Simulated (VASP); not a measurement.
# SnTe (I4mm) in VASP: notebook

The runs below take SnTe through single point, with PBE.

All numbers are computed with VASP 6.6.1; they aren't measurements. Logs are shortened: lines on timing, memory, paths and dates and some standing lists are left out, and cuts for length are marked.

## 1. The cell of the first run

It takes space group I4mm (No. 107, tetragonal). Conventional cell: a = 4.648 Å, b = 4.648 Å, c = 6.573 Å, α = 90.00°, β = 90.00°, γ = 90.00°. Within 4.1 Å of Sn (site symmetry 4mm) lie 6 Te at 3.10 to 3.47 Å. Within 4.1 Å of Te (site symmetry 4mm) lie 6 Sn at 3.10 to 3.47 Å.

## 2. Single point, PBE (atoms displaced along a vibrational mode, the cell strained)

File INCAR:

```
PREC = Accurate ; ENCUT = 520
EDIFF = 1E-6 ; ISMEAR = 0
SIGMA = 0.03 ; LREAL = False
LASPH = True ; NELM = 60
ALGO = Normal ; ISIF = 2
LWAVE = False ; LCHARG = False
GGA = PE ; NBANDS = 17
```

File KPOINTS:

```
Automatic mesh
0
Gamma
  10 10 10
```

File POSCAR:

```
SnTe
1.0
    0.0000000000      3.2863243794      3.2863243794
    3.2863243794      0.0000000000      3.2863243794
    3.2863243794      3.2863243794      0.0000000000
Sn Te
1 1
Direct
    0.0143473360     -0.0143473360     -0.0143473360
    0.4866522551      0.5133477449      0.5133477449
```

Potentials or basis: VASP PAW PBE potentials, release 64 (Sn_d, Te).

Command:

```bash
$ cat potpaw_PBE.64/Sn_d/POTCAR potpaw_PBE.64/Te/POTCAR > POTCAR
$ mpirun -np 1 vasp_std > vasp.out
```

OUTCAR:

```text
PREC = Accurate
   ENCUT = 520
   EDIFF = 1E-6
   ISMEAR = 0
   LREAL = False
   LASPH = True
   NELM = 60
   ISIF = 2
   GGA = PE

 ion  position               nearest neighbor table
   1  0.014  0.986  0.986-   2 3.10   2 3.29   2 3.29   2 3.29   2 3.29   2 3.47
   2  0.487  0.513  0.513-   1 3.10   1 3.29   1 3.29   1 3.29   1 3.29   1 3.47

  LATTYP: Found a face centered cubic cell.
 ALAT       =     6.5726487588

  Lattice vectors:

 A1 = (   0.0000000000,   3.2863243794,   3.2863243794)
 A2 = (   3.2863243794,   0.0000000000,   3.2863243794)
 A3 = (   3.2863243794,   3.2863243794,   0.0000000000)

Analysis of symmetry for initial positions (statically):
=====================================================================
 Subroutine PRICEL returns:
 Original cell was already a primitive cell.

 Routine SETGRP: Setting up the symmetry group for a
 face centered cubic supercell.

 Subroutine GETGRP returns: Found  8 space group operations
 (whereof  8 operations were pure point group operations)
 out of a pool of 48 trial point group operations.

The static configuration has the point symmetry C_4v.

Analysis of symmetry for dynamics (positions and initial velocities):
=====================================================================
 Subroutine PRICEL returns:
 Original cell was already a primitive cell.

 Routine SETGRP: Setting up the symmetry group for a
 face centered cubic supercell.

 Subroutine GETGRP returns: Found  8 space group operations
 (whereof  8 operations were pure point group operations)
 out of a pool of 48 trial point group operations.

The dynamic configuration has the point symmetry C_4v.

 Subroutine INISYM returns: Found  8 space group operations
 (whereof  8 operations are pure point group operations),
 and found     1 'primitive' translations

----------------------------------------------------------------------------------------

                                     Primitive cell

  volume of cell :      70.9841

  direct lattice vectors                    reciprocal lattice vectors
     0.000000000  3.286324379  3.286324379    -0.152145663  0.152145663  0.152145663
     3.286324379  0.000000000  3.286324379     0.152145663 -0.152145663  0.152145663
     3.286324379  3.286324379  0.000000000     0.152145663  0.152145663 -0.152145663

  length of vectors
     4.647564508  4.647564508  4.647564508     0.263524018  0.263524018  0.263524018

  position of ions in fractional coordinates (direct lattice)
     0.014347336  0.985652664  0.985652664
     0.486652255  0.513347745  0.513347745

  ion indices of the primitive-cell ions
   primitive index   ion index
                 1           1
                 2           2

----------------------------------------------------------------------------------------

 KPOINTS: Automatic mesh

Automatic generation of k-mesh.
 Grid dimensions read from file:
 generate k-points for:   10   10   10

 Generating k-lattice:

  Cartesian coordinates                     Fractional coordinates (reciprocal lattice)
    -0.015214566  0.015214566  0.015214566     0.100000000  0.000000000  0.000000000
     0.015214566 -0.015214566  0.015214566     0.000000000  0.100000000  0.000000000
     0.015214566  0.015214566 -0.015214566     0.000000000  0.000000000  0.100000000

  Length of vectors
     0.026352402  0.026352402  0.026352402

  Shift w.r.t. Gamma in fractional coordinates (k-lattice)
     0.000000000  0.000000000  0.000000000

 Subroutine IBZKPT returns following result:
 ===========================================

 Found    102 irreducible k-points:

 Following reciprocal coordinates:
            Coordinates               Weight
  0.000000  0.000000  0.000000      1.000000
  0.100000  0.000000  0.000000      8.000000
  0.200000  0.000000  0.000000      8.000000
  0.300000  0.000000  0.000000      8.000000
  0.400000  0.000000  0.000000      8.000000
  0.500000  0.000000  0.000000      4.000000
[... 16 lines left out ...]
 -0.100000  0.100000  0.000000      8.000000
  0.000000 -0.100000  0.100000      4.000000
 [... further k-points ...]
   k-points           NKPTS =    102   k-points in BZ     NKDIM =    102   number of bands    NBANDS=     17
   number of dos      NEDOS =    301   number of ions     NIONS =      2
   total plane-waves  NPLWV =  46656
   dimension x,y,z NGX =    36 NGY =   36 NGZ =   36
   dimension x,y,z NGXF=    72 NGYF=   72 NGZF=   72
   ions per type =               1   1
   NGX,Y,Z   is equivalent  to a cutoff of  12.88, 12.88, 12.88 a.u.
   NGXF,Y,Z  is equivalent  to a cutoff of  25.75, 25.75, 25.75 a.u.
 SYSTEM =  unknown system
   PREC   = accura    normal or accurate (medium, high low for compatibility)
   ISTART =      0    job   : 0-new  1-cont  2-samecut
   ICHARG =      2    charge: 1-file 2-atom 10-const
   ISPIN  =      1    spin polarized calculation?
   LNONCOLLINEAR =      F non collinear calculations
   LSORBIT =      F    spin-orbit coupling
   LASPH  =      T    aspherical Exc in radial PAW
   ENCUT  =  520.0 eV  38.22 Ry    6.18 a.u.   8.64  8.64  8.64*2*pi/ulx,y,z
   NELM   =     60;   NELMIN=  2; NELMDL= -5     # of ELM steps
   EDIFF  = 0.1E-05   stopping-criterion for ELM
   LREAL  =      F    real-space projection
   EDIFFG = 0.1E-04   stopping-criterion for IOM
   NSW    =      0    number of steps for IOM
   IBRION =     -1    ionic relax: 0-MD 1-quasi-New 2-CG
   NFREE  =      0    steps in history (QN), initial steepest desc. (CG)
   ISIF   =      2    stress and relaxation
   ISYM   =      2    0-nonsym 1-usesym 2-fastsym
   POTIM  = 0.5000    time-step for ionic-motion
   TEBEG  =    0.0;   TEEND  =   0.0 temperature during run
   PSTRESS=    0.0 pullay stress
   NELECT =      20.0000    total number of electrons
   NUPDOWN=      -1.0000    fix difference up-down
   EMIN   =  10.00;   EMAX   =-10.00  energy-range for DOS
   EFERMI =   0.00;   METHOD = LEGACY
   ISMEAR =     0;   SIGMA  =   0.03  broadening in eV -4-tet -1-fermi 0-gaus
   EFERMI_NEDOS =   21; number of points for ismear=-14 and -15
   IALGO  =     38    algorithm
   IMIX   =      4    mixing-type and parameters
     AMIX     =   0.40;   BMIX     =  1.00
     AMIX_MAG =   1.60;   BMIX_MAG =  1.00
  volume/ion in A,a.u.               =      35.49       239.51
  Fermi-wavevector in a.u.,A,eV,Ry     =   1.073242  2.028134 15.671854  1.151849
  Thomas-Fermi vector in A             =   2.209036
   LORBIT       =      0    0 simple, 1 ext, 2 COOP (PROOUT), +10 PAW based schemes
   GGA     = PE    functional components
   LHFCALC =     F    Hartree Fock is set to
   AEXX    =    0.0000 exact exchange contribution
   IVDW    =     0    specifies the selected vdW correction
   LEPSILON=     F    determine dielectric tensor
   LRPA    =     F    only Hartree local field effects (RPA)
 non-spin polarized calculation
 Gauss-broadening in eV      SIGMA  =   0.03
  energy-cutoff  :      520.00
  volume of cell :       70.98
 maximum number of plane-waves:      1925
   NGX = 17   NGY = 17   NGZ = 17

 number of electron      19.9999993 magnetization

 Free energy of the ion-electron system (eV)
  ---------------------------------------------------
  ext. energy  EPLUGINS =         0.00000000
  ---------------------------------------------------
  free energy    TOTEN  =        -7.53054843 eV

  energy without entropy =       -7.53054843  energy(sigma->0) =       -7.53054843

 E-fermi :   5.3375     XC(G=0):  -8.9305

 val. band max:        5.1852775616   @ k =   0.5000   0.0000   0.0000
 cond. band min:       5.6945344497   @ k =   0.5000   0.0000   0.0000
 fundamental gap:      0.5092568880
 Fermi energy:         5.3375036024

 k-point     1 :       0.0000    0.0000    0.0000
  band No.  band energies     occupation
      1     -16.3913      2.00000
      2     -16.3910      2.00000
      3     -16.3833      2.00000
      4     -16.3833      2.00000
      5     -16.3828      2.00000
      6      -6.4996      2.00000
[... 9 lines left out ...]
     16      10.5798      0.00000
     17      12.2601      0.00000

 k-point     2 :       0.1000    0.0000    0.0000
  band No.  band energies     occupation
      1     -16.3912      2.00000
      2     -16.3911      2.00000
      3     -16.3833      2.00000
      4     -16.3830      2.00000
      5     -16.3828      2.00000
      6      -6.4311      2.00000
[... 9 lines left out ...]
     16      10.6974      0.00000
     17      12.8309      0.00000

 k-point     3 :       0.2000    0.0000    0.0000
  band No.  band energies     occupation
      1     -16.3917      2.00000
      2     -16.3906      2.00000
      3     -16.3838      2.00000
      4     -16.3823      2.00000
      5     -16.3821      2.00000
      6      -6.2354      2.00000
[... 9 lines left out ...]
     16      11.1607      0.00000
     17      14.1035      0.00000

 k-point     4 :       0.3000    0.0000    0.0000
  band No.  band energies     occupation
      1     -16.3924      2.00000
      2     -16.3901      2.00000
      3     -16.3844      2.00000
      4     -16.3814      2.00000
      5     -16.3810      2.00000
      6      -5.9489      2.00000
[... 9 lines left out ...]
     16      11.9736      0.00000
     17      15.3849      0.00000

 k-point     5 :       0.4000    0.0000    0.0000
  band No.  band energies     occupation
      1     -16.3930      2.00000
      2     -16.3899      2.00000
      3     -16.3847      2.00000
      4     -16.3807      2.00000
      5     -16.3800      2.00000
      6      -5.6590      2.00000
[... 9 lines left out ...]
     16      13.0709      0.00000
     17      14.8664      0.00000

 k-point     6 :       0.5000    0.0000    0.0000
  band No.  band energies     occupation
      1     -16.3932      2.00000
      2     -16.3899      2.00000
      3     -16.3848      2.00000
      4     -16.3804      2.00000
      5     -16.3796      2.00000
      6      -5.5260      2.00000
[... 9 lines left out ...]
     16      14.1513      0.00000
     17      14.1700      0.00000

 k-point     7 :       0.1000    0.1000    0.0000
  band No.  band energies     occupation
      1     -16.3915      2.00000
      2     -16.3908      2.00000
      3     -16.3835      2.00000
      4     -16.3829      2.00000
      5     -16.3826      2.00000
      6      -6.4090      2.00000
[... 9 lines left out ...]
     16      10.9483      0.00000
     17      12.4259      0.00000

 k-point     8 :       0.0000    0.1000    0.1000
  band No.  band energies     occupation
      1     -16.3915      2.00000
      2     -16.3908      2.00000
      3     -16.3835      2.00000
      4     -16.3827      2.00000
      5     -16.3827      2.00000
      6      -6.4079      2.00000
[... 9 lines left out ...]
     16      11.0359      0.00000
     17      12.3677      0.00000
[... 203 lines left out ...]
      1     -16.3926      2.00000
      2     -16.3899      2.00000
      3     -16.3848      2.00000
      4     -16.3812      2.00000
      5     -16.3802      2.00000
      6      -5.8011      2.00000
[... 9 lines left out ...]
     16      13.3939      0.00000
     17      14.6113      0.00000

 k-point    20 :       0.0000   -0.3000    0.1000
  band No.  band energies     occupation
      1     -16.3929      2.00000
      2     -16.3897      2.00000
      3     -16.3840      2.00000
      4     -16.3814      2.00000
      5     -16.3807      2.00000
      6      -5.8028      2.00000
[... 9 lines left out ...]
     16      13.4422      0.00000
     17      14.6060      0.00000

 k-point    21 :      -0.2000    0.1000    0.0000
  band No.  band energies     occupation
      1     -16.3918      2.00000
      2     -16.3904      2.00000
      3     -16.3843      2.00000
      4     -16.3822      2.00000
      5     -16.3810      2.00000
      6      -6.0933      2.00000
[... 9 lines left out ...]
     16      12.2721      0.00000
     17      13.3909      0.00000

 k-point    22 :       0.0000   -0.2000    0.1000
  band No.  band energies     occupation
      1     -16.3924      2.00000
      2     -16.3899      2.00000
      3     -16.3834      2.00000
      4     -16.3823      2.00000
      5     -16.3818      2.00000
      6      -6.0950      2.00000
[... 9 lines left out ...]
     16      12.3226      0.00000
     17      13.4082      0.00000

 k-point    23 :      -0.1000    0.1000    0.0000
  band No.  band energies     occupation
      1     -16.3913      2.00000
      2     -16.3909      2.00000
      3     -16.3836      2.00000
      4     -16.3829      2.00000
      5     -16.3821      2.00000
      6      -6.3200      2.00000
[... 9 lines left out ...]
     16      11.3431      0.00000
     17      12.6289      0.00000

 k-point    24 :       0.0000   -0.1000    0.1000
  band No.  band energies     occupation
      1     -16.3918      2.00000
      2     -16.3904      2.00000
      3     -16.3833      2.00000
      4     -16.3827      2.00000
      5     -16.3827      2.00000
      6      -6.3210      2.00000
[... 9 lines left out ...]
     16      11.3751      0.00000
     17      12.6645      0.00000

 [... further k-points ...]

------------------------ aborting loop because EDIFF is reached ----------------------------------------

  FORCE on cell =-STRESS in cart. coord.  units (eV):
  Direction    XX          YY          ZZ          XY          YZ          ZX
  --------------------------------------------------------------------------------------
  -------------------------------------------------------------------------------------
  Total       -0.8492476     -1.1187174     -1.1187174     -0.0000000     -0.0000000      0.0000000
  in kB      -19.1683009    -25.2504828    -25.2504828     -0.0000000     -0.0000000      0.0000000
  external PRESSURE =     -23.2230889 kB  Pullay stress =       0.0000000 kB

 VOLUME and BASIS-vectors are now :
 -----------------------------------------------------------------------------
  energy-cutoff  :      520.00
  volume of cell :       70.98
      direct lattice vectors                 reciprocal lattice vectors
     0.000000000  3.286324379  3.286324379    -0.152145663  0.152145663  0.152145663
     3.286324379  0.000000000  3.286324379     0.152145663 -0.152145663  0.152145663
     3.286324379  3.286324379  0.000000000     0.152145663  0.152145663 -0.152145663

 POSITION                                       TOTAL-FORCE (eV/Angst)
 -----------------------------------------------------------------------------------
      6.47835      3.28632      3.28632        -0.059246      0.000000      0.000000
      3.37405      3.28632      3.28632         0.059246      0.000000      0.000000
 -----------------------------------------------------------------------------------
    total drift:                               -0.000566     -0.000000     -0.000000

  FREE ENERGIE OF THE ION-ELECTRON SYSTEM (eV)
  ---------------------------------------------------
  free  energy   TOTEN  =        -7.5305484317 eV

  energy  without entropy=       -7.5305484317  energy(sigma->0) =       -7.53054843
```

It took 2.9 min on 1 thread of Intel Xeon 8259CL, shared host; peak memory 0.29 GiB.

What came out:

```yaml
Free_energy: -7.5305 eV
Pressure: -2.3 GPa
Largest_force: 0.059 eV/Å
Band_gap_on_the_k_mesh: 0.51 eV
```

Forces in eV/Å, atoms in the order of the input:
```
Sn  -0.059  0.000  0.000
Te   0.059  0.000  0.000
```

Caveat: the cell differs from its parent crystal (atoms displaced along a vibrational mode, the cell strained); semilocal functionals underestimate gaps, and a narrow one can read as zero; spin-orbit coupling is left out, which moves the levels of the heavy elements.

## 3. Single point, PBE (atoms displaced along a vibrational mode, the cell strained)

File INCAR:

```
SYSTEM = SnTe
PREC = Accurate ; ENCUT = 520
EDIFF = 1E-6 ; ISMEAR = 0
SIGMA = 0.03 ; LREAL = .FALSE.
LASPH = .TRUE. ; NELM = 80
ALGO = Normal ; ISIF = 2
LWAVE = .FALSE. ; LCHARG = .FALSE.
GGA = PE ; NBANDS = 17
```

File KPOINTS:

```
Automatic mesh
0
G
  10 10 10
  0 0 0
```

File POSCAR:

```
SnTe
1.0
    0.0000000000      3.2863243794      3.2863243794
    3.2863243794      0.0000000000      3.2863243794
    3.2863243794      3.2863243794      0.0000000000
Sn Te
1 1
Direct
    0.0114778688     -0.0114778688     -0.0114778688
    0.4893218041      0.5106781959      0.5106781959
```

Potentials or basis: VASP PAW PBE potentials, release 64 (Sn_d, Te).

Command:

```bash
$ cat potpaw_PBE.64/Sn_d/POTCAR potpaw_PBE.64/Te/POTCAR > POTCAR
$ mpirun -np 1 vasp_std > vasp.out
```

Run time: 3 min. Hardware: 1 thread of Intel Xeon 8259CL, shared host; peak memory 0.29 GiB.

It converged, with:

| Property | Result |
| --- | --- |
| Free energy | -7.5281 eV |
| Pressure | -2.4 GPa |
| Largest force | 0.072 eV/Å |
| Band gap on the k mesh | 0.43 eV |

Forces in eV/Å, atoms in the order of the input:
```
Sn  -0.072  0.000  0.000
Te   0.072  0.000  0.000
```

Stress tensor (GPa, compression positive):
```
-2.18  0.00  0.00
 0.00 -2.56  0.00
 0.00  0.00 -2.56
```

Levels at points of the mesh, in eV from the valence-band top:
| k point | band 8 | band 9 | band 10 | band 11 | band 12 | band 13 |
| --- | --- | --- | --- | --- | --- | --- |
| (0.00, 0.00, 0.00) | -1.61 | -1.55 | -1.55 | 3.22 | 3.22 | 3.36 |
| (0.50, 0.00, 0.00) | -1.35 | -1.27 | 0.00 | 0.43 | 0.80 | 0.90 |
| (0.50, 0.50, 0.00) | -4.48 | -2.91 | -2.90 | 2.75 | 4.63 | 4.71 |
| (0.00, 0.50, 0.50) | -4.37 | -2.92 | -2.92 | 2.90 | 4.58 | 4.58 |

Caveat: the cell differs from its parent crystal (atoms displaced along a vibrational mode, the cell strained); semilocal functionals underestimate gaps, and a narrow one can read as zero; spin-orbit coupling is left out, which moves the levels of the heavy elements. A k mesh can miss the band edges.

(Continued in part 2 of 2.)
